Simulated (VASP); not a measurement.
# AlCo (Pm-3m) in VASP: a series of runs

The runs below take AlCo through single point, with PBE.

Everything below comes from runs of VASP 6.6.1. Logs are shortened: lines on timing, memory, paths and dates and some standing lists are left out, and cuts for length are marked.

**1. The cell of the first run**

The structure is cubic, space group Pm-3m (No. 221). The conventional cell has a = 2.819 Å, b = 2.819 Å, c = 2.819 Å, α = 90.00°, β = 90.00°, γ = 90.00°. Within 3.2 Å of Al (site symmetry m-3m) lie 8 Co at 2.44 Å and 6 Al at 2.82 Å. Within 3.2 Å of Co (site symmetry m-3m) lie 8 Al at 2.44 Å and 6 Co at 2.82 Å.

**2. Single point, PBE, collinear spin, ferromagnetic start**

INCAR

```
ALGO = Normal ; EDIFF = 1E-6
ENCUT = 520 ; GGA = PE
ISIF = 2 ; ISMEAR = 1
ISPIN = 2 ; LASPH = True
LCHARG = False ; LMAXMIX = 4
LORBIT = 11 ; LREAL = False
LWAVE = False ; MAGMOM = 0 1.8
NBANDS = 17 ; NELM = 150
PREC = Accurate ; SIGMA = 0.3
```

KPOINTS

```
k-points
0
Gamma
  10 10 10
```

POSCAR

```
AlCo
1.0
    2.8194030000      0.0000000000      0.0000000000
    0.0000000000      2.8194030000      0.0000000000
    0.0000000000      0.0000000000      2.8194030000
Al Co
1 1
Direct
    0.0000000000      0.0000000000      0.0000000000
    0.5000000000      0.5000000000      0.5000000000
```

Potentials or basis: VASP PAW PBE potentials, release 64 (Al, Co).

Run with:

```sh
> cat potpaw_PBE.64/Al/POTCAR potpaw_PBE.64/Co/POTCAR > POTCAR
> mpirun -np 1 vasp_std > vasp.out
```

OUTCAR:

```text
EDIFF = 1E-6
   ENCUT = 520
   GGA = PE
   ISIF = 2
   ISMEAR = 1
   ISPIN = 2
   LASPH = True
   LORBIT = 11
   LREAL = False
   NELM = 150
   PREC = Accurate

 ion  position               nearest neighbor table
   1  0.000  0.000  0.000-   2 2.44   2 2.44   2 2.44   2 2.44   2 2.44   2 2.44   2 2.44   2 2.44

   2  0.500  0.500  0.500-   1 2.44   1 2.44   1 2.44   1 2.44   1 2.44   1 2.44   1 2.44   1 2.44

  LATTYP: Found a simple cubic cell.
 ALAT       =     2.8194030000

  Lattice vectors:

 A1 = (   2.8194030000,   0.0000000000,   0.0000000000)
 A2 = (   0.0000000000,   2.8194030000,   0.0000000000)
 A3 = (   0.0000000000,   0.0000000000,   2.8194030000)

Analysis of symmetry for initial positions (statically):
=====================================================================
 Subroutine PRICEL returns:
 Original cell was already a primitive cell.

 Routine SETGRP: Setting up the symmetry group for a
 simple cubic supercell.

 Subroutine GETGRP returns: Found 48 space group operations
 (whereof 48 operations were pure point group operations)
 out of a pool of 48 trial point group operations.

The static configuration has the point symmetry O_h .

Analysis of symmetry for dynamics (positions and initial velocities):
=====================================================================
 Subroutine PRICEL returns:
 Original cell was already a primitive cell.

 Routine SETGRP: Setting up the symmetry group for a
 simple cubic supercell.

 Subroutine GETGRP returns: Found 48 space group operations
 (whereof 48 operations were pure point group operations)
 out of a pool of 48 trial point group operations.

The dynamic configuration has the point symmetry O_h .

Analysis of structural, dynamic, and magnetic symmetry:
=====================================================================
 Subroutine PRICEL returns:
 Original cell was already a primitive cell.

 Routine SETGRP: Setting up the symmetry group for a
 simple cubic supercell.

 Subroutine GETGRP returns: Found 48 space group operations
 (whereof 48 operations were pure point group operations)
 out of a pool of 48 trial point group operations.

The overall configuration has the point symmetry O_h .

 Subroutine INISYM returns: Found 48 space group operations
 (whereof 48 operations are pure point group operations),
 and found     1 'primitive' translations

----------------------------------------------------------------------------------------

                                     Primitive cell

  volume of cell :      22.4115

  direct lattice vectors                    reciprocal lattice vectors
     2.819403000  0.000000000  0.000000000     0.354685017  0.000000000  0.000000000
     0.000000000  2.819403000  0.000000000     0.000000000  0.354685017  0.000000000
     0.000000000  0.000000000  2.819403000     0.000000000  0.000000000  0.354685017

  length of vectors
     2.819403000  2.819403000  2.819403000     0.354685017  0.354685017  0.354685017

  position of ions in fractional coordinates (direct lattice)
     0.000000000  0.000000000  0.000000000
     0.500000000  0.500000000  0.500000000

  ion indices of the primitive-cell ions
   primitive index   ion index
                 1           1
                 2           2

----------------------------------------------------------------------------------------

 KPOINTS: k-points

Automatic generation of k-mesh.
 Grid dimensions read from file:
 generate k-points for:   10   10   10

 Generating k-lattice:

  Cartesian coordinates                     Fractional coordinates (reciprocal lattice)
     0.035468502  0.000000000  0.000000000     0.100000000  0.000000000  0.000000000
     0.000000000  0.035468502  0.000000000     0.000000000  0.100000000  0.000000000
     0.000000000  0.000000000  0.035468502     0.000000000  0.000000000  0.100000000

  Length of vectors
     0.035468502  0.035468502  0.035468502

  Shift w.r.t. Gamma in fractional coordinates (k-lattice)
     0.000000000  0.000000000  0.000000000

 Subroutine IBZKPT returns following result:
 ===========================================

 Found     56 irreducible k-points:

 Following reciprocal coordinates:
            Coordinates               Weight
  0.000000  0.000000  0.000000      1.000000
  0.100000  0.000000  0.000000      6.000000
  0.200000  0.000000  0.000000      6.000000
  0.300000  0.000000  0.000000      6.000000
  0.400000  0.000000  0.000000      6.000000
  0.500000  0.000000  0.000000      3.000000
[... 16 lines left out ...]
  0.200000  0.100000  0.100000     24.000000
  0.300000  0.100000  0.100000     24.000000
 [... further k-points ...]
   k-points           NKPTS =     56   k-points in BZ     NKDIM =     56   number of bands    NBANDS=     17
   number of dos      NEDOS =    301   number of ions     NIONS =      2
   total plane-waves  NPLWV =  13824
   dimension x,y,z NGX =    24 NGY =   24 NGZ =   24
   dimension x,y,z NGXF=    48 NGYF=   48 NGZF=   48
   ions per type =               1   1
   NGX,Y,Z   is equivalent  to a cutoff of  14.15, 14.15, 14.15 a.u.
   NGXF,Y,Z  is equivalent  to a cutoff of  28.30, 28.30, 28.30 a.u.
 SYSTEM =  unknown system
   PREC   = accura    normal or accurate (medium, high low for compatibility)
   ISTART =      0    job   : 0-new  1-cont  2-samecut
   ICHARG =      2    charge: 1-file 2-atom 10-const
   ISPIN  =      2    spin polarized calculation?
   LNONCOLLINEAR =      F non collinear calculations
   LSORBIT =      F    spin-orbit coupling
   LASPH  =      T    aspherical Exc in radial PAW
   ENCUT  =  520.0 eV  38.22 Ry    6.18 a.u.   5.24  5.24  5.24*2*pi/ulx,y,z
   NELM   =    150;   NELMIN=  2; NELMDL= -5     # of ELM steps
   EDIFF  = 0.1E-05   stopping-criterion for ELM
   LREAL  =      F    real-space projection
   EDIFFG = 0.1E-04   stopping-criterion for IOM
   NSW    =      0    number of steps for IOM
   IBRION =     -1    ionic relax: 0-MD 1-quasi-New 2-CG
   NFREE  =      0    steps in history (QN), initial steepest desc. (CG)
   ISIF   =      2    stress and relaxation
   ISYM   =      2    0-nonsym 1-usesym 2-fastsym
   POTIM  = 0.5000    time-step for ionic-motion
   TEBEG  =    0.0;   TEEND  =   0.0 temperature during run
   PSTRESS=    0.0 pullay stress
   NELECT =      12.0000    total number of electrons
   NUPDOWN=      -1.0000    fix difference up-down
   EMIN   =  10.00;   EMAX   =-10.00  energy-range for DOS
   EFERMI =   0.00;   METHOD = LEGACY
   ISMEAR =     1;   SIGMA  =   0.30  broadening in eV -4-tet -1-fermi 0-gaus
   EFERMI_NEDOS =   21; number of points for ismear=-14 and -15
   IALGO  =     38    algorithm
   IMIX   =      4    mixing-type and parameters
     AMIX     =   0.40;   BMIX     =  1.00
     AMIX_MAG =   1.60;   BMIX_MAG =  1.00
  volume/ion in A,a.u.               =      11.21        75.62
  Fermi-wavevector in a.u.,A,eV,Ry     =   1.329367  2.512139 24.044427  1.767215
  Thomas-Fermi vector in A             =   2.458534
   LORBIT       =     11    0 simple, 1 ext, 2 COOP (PROOUT), +10 PAW based schemes
   GGA     = PE    functional components
   LHFCALC =     F    Hartree Fock is set to
   AEXX    =    0.0000 exact exchange contribution
   IVDW    =     0    specifies the selected vdW correction
   LEPSILON=     F    determine dielectric tensor
   LRPA    =     F    only Hartree local field effects (RPA)
 spin polarized calculation
 Methfessel and Paxton  Order N= 1 SIGMA  =   0.30
  energy-cutoff  :      520.00
  volume of cell :       22.41
 maximum number of plane-waves:       624
 NGX is ok and might be reduce to    24
   NGX = 11   NGY = 11   NGZ = 11

 number of electron      11.9999996 magnetization      -0.0003184

 number of electron      11.9999996 magnetization       0.0001454

 Free energy of the ion-electron system (eV)
  ---------------------------------------------------
  ext. energy  EPLUGINS =         0.00000000
  ---------------------------------------------------
  free energy    TOTEN  =       -11.97287178 eV

  energy without entropy =      -11.97576476  energy(sigma->0) =      -11.97383611

 E-fermi :  11.0090     XC(G=0): -12.4236

 val. band max:       10.9601075903   @ k =   0.5000   0.4000   0.1000
 cond. band min:      11.0866962586   @ k =   0.5000   0.3000   0.0000
 fundamental gap:      0.1265886683
 Fermi energy:        11.0089581153

 spin component 1

 k-point     1 :       0.0000    0.0000    0.0000
  band No.  band energies     occupation
      1      -0.2805      1.00000
      2       7.9051      1.00000
      3       7.9051      1.00000
      4      10.1304      1.00014
      5      10.1304      1.00014
      6      10.1304      1.00014
[... 9 lines left out ...]
     16      34.9902      0.00000
     17      34.9902      0.00000
[... 441 lines left out ...]
 k-point    24 :       0.3000    0.1000    0.1000
  band No.  band energies     occupation
      1       1.7809      1.00000
      2       7.2353      1.00000
      3       8.3171      1.00000
      4       9.3551      1.00000
      5       9.4575      1.00000
      6      10.0144      1.00001
[... 9 lines left out ...]
     16      32.3687      0.00000
     17      33.4625      0.00000

 [... further k-points ...]

 spin component 2

 k-point     1 :       0.0000    0.0000    0.0000
  band No.  band energies     occupation
      1      -0.2806      1.00000
      2       7.9053      1.00000
      3       7.9053      1.00000
      4      10.1305      1.00014
      5      10.1305      1.00014
      6      10.1305      1.00014
[... 9 lines left out ...]
     16      34.9901      0.00000
     17      34.9901      0.00000
[... 441 lines left out ...]
 k-point    24 :       0.3000    0.1000    0.1000
  band No.  band energies     occupation
      1       1.7809      1.00000
      2       7.2353      1.00000
      3       8.3173      1.00000
      4       9.3552      1.00000
      5       9.4576      1.00000
      6      10.0145      1.00001
[... 9 lines left out ...]
     16      32.3687      0.00000
     17      33.4625      0.00000

 [... further k-points ...]
[... 5 lines left out ...]
  --------------------------------------------------------------------------------------
  -------------------------------------------------------------------------------------
  Total        0.9089540      0.9089540      0.9089540      0.0000000      0.0000000     -0.0000000
  in kB       64.9801932     64.9801932     64.9801932      0.0000000      0.0000000     -0.0000000
  external PRESSURE =      64.9801932 kB  Pullay stress =       0.0000000 kB

 VOLUME and BASIS-vectors are now :
 -----------------------------------------------------------------------------
  energy-cutoff  :      520.00
  volume of cell :       22.41
      direct lattice vectors                 reciprocal lattice vectors
     2.819403000  0.000000000  0.000000000     0.354685017  0.000000000  0.000000000
     0.000000000  2.819403000  0.000000000     0.000000000  0.354685017  0.000000000
     0.000000000  0.000000000  2.819403000     0.000000000  0.000000000  0.354685017

 POSITION                                       TOTAL-FORCE (eV/Angst)
 -----------------------------------------------------------------------------------
      0.00000      0.00000      0.00000         0.000000      0.000000      0.000000
      1.40970      1.40970      1.40970         0.000000      0.000000      0.000000
 -----------------------------------------------------------------------------------
    total drift:                                0.000000     -0.000000     -0.000000

  FREE ENERGIE OF THE ION-ELECTRON SYSTEM (eV)
  ---------------------------------------------------
  free  energy   TOTEN  =       -11.9728717812 eV

  energy  without entropy=      -11.9757647631  energy(sigma->0) =      -11.97383611

 total charge

# of ion       s       p       d       tot
------------------------------------------
    1        0.398   0.443   0.000   0.842
    2        0.446   0.536   7.531   8.513
--------------------------------------------------
tot          0.845   0.979   7.531   9.354

 magnetization (x)

# of ion       s       p       d       tot
------------------------------------------
    1       -0.000  -0.000   0.000  -0.000
    2       -0.000  -0.000   0.000   0.000
--------------------------------------------------
tot         -0.000  -0.000   0.000   0.000
```

Wall time 16 s (1 thread of Intel Xeon 6975P-C (Granite Rapids), shared host); peak memory 0.17 GiB.

Results:

```
Free energy                                           : -11.9729 eV
Pressure                                              : 6.5 GPa
Band gap on the k mesh                                : zero (filled and empty bands overlap)
Net moment                                            : 0.00 μB per cell
Valence electrons inside the program's atomic spheres : Al 0.84; Co 8.51
```

Levels at points of the mesh, in eV from the Fermi level:
Spin up:
| k point | band 4 | band 5 | band 6 | band 7 | band 8 | band 9 |
| --- | --- | --- | --- | --- | --- | --- |
| (0.00, 0.00, 0.00) | -0.88 | -0.88 | -0.88 | 6.14 | 6.14 | 6.14 |
| (0.50, 0.00, 0.00) | -1.79 | -1.79 | -0.76 | 0.20 | 8.45 | 10.80 |
| (0.50, 0.50, 0.00) | -2.74 | -1.58 | -1.58 | -0.25 | 2.53 | 3.65 |
| (0.50, 0.50, 0.50) | -0.21 | -0.21 | 2.39 | 2.39 | 2.39 | 4.42 |
Spin down:
```csv
k point,band 2,band 3,band 4,band 5,band 6,band 7,band 8,band 9,band 10,band 11
"(0.00, 0.00, 0.00)",-3.10,-3.10,-0.88,-0.88,-0.88,6.14,6.14,6.14,8.87,8.87
"(0.50, 0.00, 0.00)",-6.78,-2.48,-1.79,-1.79,-0.76,0.20,8.45,10.80,10.80,12.00
"(0.50, 0.50, 0.00)",-3.18,-2.74,-2.74,-1.58,-1.58,-0.25,2.53,3.65,13.13,16.13
"(0.50, 0.50, 0.50)",-4.09,-4.09,-0.21,-0.21,2.39,2.39,2.39,4.42,5.50,5.50
```

Caveat: the starting moments collapsed, and a magnetic state may lie lower.

(Continued in part 2 of 2.)
